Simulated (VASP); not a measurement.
Set up this calculation in VASP 6.6.1, as the native input.

| Item | Value |
| --- | --- |
| Task | single point |
| Functional | PBEsol |
| Potentials or basis | VASP PAW PBE potentials, release 64 (Al) |
| Cutoff | 520 eV |
| k mesh | 4 × 6 × 1 |
| Occupations | fermi-dirac, width 0.1 eV |
| Spin | no spin polarisation |
| Dipole correction | yes |
| Further INCAR settings | ALGO = Normal; EDIFF = 1e-06; NBANDS = 16 |

The structure of Al lies in POSCAR:

```
Al
1.0
    4.5006498094      0.0000000000      0.0000000000
    0.0000000000      2.7560738860      0.0000000000
    0.0000000000      0.0000000000     13.1969027580
Al
5
Direct
    0.0000000000      0.0000000000      0.3031014226
    0.5000000000      0.6666666667      0.4015507113
    0.0000000000      0.3333333333      0.5000000000
    0.5000000000      0.0000000000      0.5984492887
    0.0000000000      0.6666666667      0.6968985774
```

These files were run (other wordings do the same):

INCAR

```
SYSTEM = Al
ALGO     = Normal         ! electronic algorithm
DIPOL    = 0.5 0.5 0.500
EDIFF    = 1E-6           ! SCF threshold, eV
ENCUT    = 520            ! plane-wave cutoff, eV
GGA      = PS             ! functional
IDIPOL   = 3            
ISIF     = 2              ! what is computed and relaxed
ISMEAR   = -1             ! smearing method
LASPH    = .TRUE.         ! aspherical terms in the spheres
LCHARG   = .FALSE.        ! write CHGCAR
LDIPOL   = .TRUE.       
LREAL    = .FALSE.        ! projectors in reciprocal space
LWAVE    = .FALSE.        ! write WAVECAR
NBANDS   = 16             ! bands
NELM     = 100            ! most SCF steps
PREC     = Accurate       ! precision mode
SIGMA    = 0.1            ! smearing width, eV
```

KPOINTS

```
k-points
0
G
  4 6 1
  0 0 0
```

Potentials or basis: VASP PAW PBE potentials, release 64 (Al).

Launch:

```console
$ cat potpaw_PBE.64/Al/POTCAR > POTCAR
$ mpirun -np 1 vasp_std > vasp.out
```

Results of the run:

* Largest force: 0.356 eV/Å
* Band gap on the k mesh: zero (an odd number of electrons rules out a gap without spin polarisation)

Caveat: the k points lie up to 0.38 Å⁻¹ apart, too coarse for converged energies and pressures of a metal; the PAW data sets were made with another functional, which shifts forces and pressure a little.

Wall time 35 s on 1 thread of AMD EPYC 7R13 (shared host), peak memory 0.21 GiB.
